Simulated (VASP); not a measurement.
The system is Bi.

```xyz
1
Lattice="-1.9547 1.9547 1.9547 1.9547 -1.9547 1.9547 1.9547 1.9547 -1.9547" Properties=species:S:1:pos:R:3 pbc="T T T"
Bi    0.0000    0.0000    0.0000
```

This cell differs from its parent crystal: volume scaled by 0.96.

Base run:

| Quantity | Value |
| --- | --- |
| Program | VASP 6.6.1 |
| Functional | PBEsol |
| Potentials or basis | VASP PAW PBE potentials, release 64 (Bi_d) |
| Cutoff | 520 eV |
| k mesh | 9 × 9 × 9 |
| Occupations | fermi-dirac, width 0.05 eV |
| Spin | no spin polarisation |

Its results: pressure 0.2 GPa.

Q: The run is repeated on the same cell with these changes: functional from PBEsol to BLYP; further incar settings from ALGO = Fast; EDIFF = 1e-07; NBANDS = 14 to ALGO = Normal; EDIFF = 1e-06; NBANDS = 14. What comes out?

A: Pressure 8.1 GPa.

Caveats: the PAW data sets were made with another functional, which shifts forces and pressure a little.
